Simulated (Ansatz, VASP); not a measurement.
## Two plane-wave programs on AlGeSbH2

```
Al Ge Sb H
1.0
     4.21591    0.00000    0.00000
    -2.10795    3.65108    0.00000
     0.00000    0.00000    5.59314
Al Ge Sb H
1 1 1 2
Direct
  0.33333 0.66667 0.50000
  0.66667 0.33333 0.50000
  0.66667 0.33333 0.00000
  0.00000 0.00000 0.00000
  0.33333 0.66667 0.00000
```

Alike in both runs: functional PBE; k mesh 3 × 3 × 3; occupations gaussian, width 0.15 eV; no spin polarisation.

Ansatz relaxed the structure, and its values are those at the end. VASP's run is a single point on that final structure, the one shown.

```csv
,VASP,Ansatz
version,VASP 6.6.1,Ansatz 0.2.0
potentials or method,"VASP PAW PBE potentials, release 64 (Al, Ge_d, Sb, H), cutoff 500 eV","scalar-relativistic, plane waves, PAW"
valence electrons in the cell,24,34
```

|  | VASP | Ansatz | Ansatz less VASP |
| --- | --- | --- | --- |
| gap on the k mesh at the Fermi level (eV) | none | none | - |
| pressure (GPa) | -0.1 | 0.1 | +0.13 |

A gap of «none» marks a metal or a gap that the smearing closes. VASP's potentials hold 24 valence electrons a cell and Ansatz's 34, so a difference there can come from the potentials and not from the codes.

The k mesh is coarse, so the values compare programs but aren't converged. Spin-orbit coupling is off throughout.
